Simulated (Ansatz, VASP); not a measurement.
## BeS in VASP and in Ansatz

```
Be S
1.0
    -3.37458    3.37458    2.83877
     3.37458   -3.37458    2.83877
     3.37458    3.37458   -2.83877
Be S
4 4
Direct
  0.54578 0.04578 0.22232
  0.82346 0.32346 0.77768
  0.04578 0.82346 0.50000
  0.32346 0.54578 0.50000
  0.65755 0.47321 0.50000
  0.97321 0.15755 0.50000
  0.15755 0.65755 0.18434
  0.47321 0.97321 0.81566
```

Alike in both runs: functional PBE; k mesh 6 × 6 × 6; occupations gaussian, width 0.02 eV; no spin polarisation.

Ansatz relaxed the structure, and its values are those at the end. VASP's run is a single point on that final structure, the one shown.

|  | VASP | Ansatz |
| --- | --- | --- |
| version | VASP 6.6.1 | Ansatz 0.2.0 |
| potentials or method | VASP PAW PBE potentials, release 64 (Be, S), cutoff 520 eV | scalar-relativistic, plane waves, PAW |
| valence electrons in the cell | 32 | 32 |

```tsv
	VASP	Ansatz	Ansatz less VASP
gap on the k mesh at the Fermi level (eV)	4.06	4.05	-0.012
least direct gap on the mesh (eV)	4.06	4.05	-0.012
pressure (GPa)	0.0	0.0	0.00
rms of the force components (eV/Å)	0.003	0.002	-0.0016
```
